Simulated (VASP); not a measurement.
Runs of VASP 6.6.1 on Mo. The structure is that of space group Im-3m (No. 229), or close to it. The cells are those of the table. 

| task | cell | k mesh | cutoff (eV) | smearing | gap on the mesh (eV) | pressure (GPa) | relaxed volume (Å³/atom) |
| --- | --- | --- | --- | --- | --- | --- | --- |
| relaxation of cell and atoms | relaxed from a = 2.712 Å, angles 109.5°, 1 atom | 16 × 16 × 16 | 600 | gaussian 0.1 eV | none | 0.0 | (a) |
| single point | a = 2.710 Å, angles 109.5°, 1 atom | 16 × 16 × 16 | 520 | gaussian 0.1 eV | none | 0.5 | - |
| relaxation of cell and atoms | relaxed from a = 2.710 Å, angles 109.5°, 1 atom | 16 × 16 × 16 | 600 | fermi-dirac 0.15 eV | none | 0.0 | 15.35 |
| single point | a = 2.743 Å, angles 109.5°, 1 atom | 8 × 8 × 8 | 520 | gaussian 0.1 eV | none | -8.2 | - |
| single point | a = 2.710 Å, angles 109.5°, 1 atom | 16 × 16 × 16 | 520 | fermi-dirac 0.15 eV | none | 0.5 | - |
| single point | a = 2.712 Å, angles 109.5°, 1 atom | 8 × 8 × 8 | 520 | gaussian 0.1 eV | none | 0.6 | - |

Alike in all rows: level PBEsol; potentials or basis VASP PAW PBE potentials, release 64 (Mo_sv); no spin polarisation.

**Question.** Fill in the values left out.

**Answer.** (a) 15.34.

Caveats: the PAW data sets were made with another functional, which shifts forces and pressure a little.

A k mesh can miss the band edges, and the runs leave out spin-orbit coupling on Mo.

A gap of «none» marks levels without a gap at the run's occupations.
